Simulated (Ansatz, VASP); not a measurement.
**One calculation of CaSe, two programs**

INCAR

```
PREC = Accurate
ENCUT = 400
EDIFF = 1E-8
ISMEAR = -1
SIGMA = 0.01
LREAL = F
LASPH = T
NELM = 120
ALGO = Normal
ISIF = 2
LWAVE = F
LCHARG = F
GGA = PE
LEFG = T
NBANDS = 15
GGA_COMPAT = F
```

Contents of KPOINTS:

```
Automatic mesh
0
Gamma
  7 7 7
```

File POSCAR:

```
CaSe
1.0
    0.0000000000      2.9340763353      3.0003400000
    2.9340763353      0.0000000000      3.0003400000
    2.9340763353      2.9340763353      0.0000000000
Ca Se
1 1
Direct
    0.0000000000      0.0000000000      0.0000000000
    0.5000000000      0.5000000000      0.5000000000
```

Input for Ansatz:

```yaml
crystal:
  lattice:
    - [0.0, 2.9340763353, 3.00034]
    - [2.9340763353, 0.0, 3.00034]
    - [2.9340763353, 2.9340763353, 0.0]
  atoms:
    - { symbol: Ca, position: [0.0, 0.0, 0.0] }
    - { symbol: Se, position: [0.5, 0.5, 0.5] }
kpoints:
  mp_grid: { grid: [7, 7, 7] }
scf:
  occupations: { method: fermi_dirac, width: 0.01 }
hamiltonian:
  xc: pbe
  pseudopotentials: { kind: paw }
output:
  forces: true
  stress: true
  eigenvalues: true
  efg: { contact_densities: true }
```

Change from the starting cell: z stretched by +1.5 % at fixed volume, PAW files.

Alike in both runs: task electric field gradients; functional PBE; k mesh 7 × 7 × 7; occupations fermi-dirac, width 0.01 eV; no spin polarisation.

|  | VASP | Ansatz |
| --- | --- | --- |
| version | VASP 6.6.1 | Ansatz 0.2.0 |
| potentials or method | VASP PAW PBE potentials, release 64 (Ca_sv, Se) | PAW with Ansatz's default frozen-core files, scalar-relativistic |
| plane-wave cutoff (eV) | 400 | 420 |
| valence electrons in the cell | 16 | 26 |

```tsv
	VASP	Ansatz	Ansatz less VASP
gap on the k mesh at the Fermi level (eV)	2.08	2.09	+0.010
pressure (GPa)	1.4	1.2	-0.16
traceless stress, the component that is largest in VASP (GPa)	-1.39	-1.37	+0.022
size of Vzz on the site where it differs most (V/Å²)	13.6	13.4	-0.26
```

The functional is the same, so the differences come from potentials, cutoffs and numerics. VASP's potentials hold 16 valence electrons a cell and Ansatz's 26, so a difference there can come from the potentials and not from the codes.
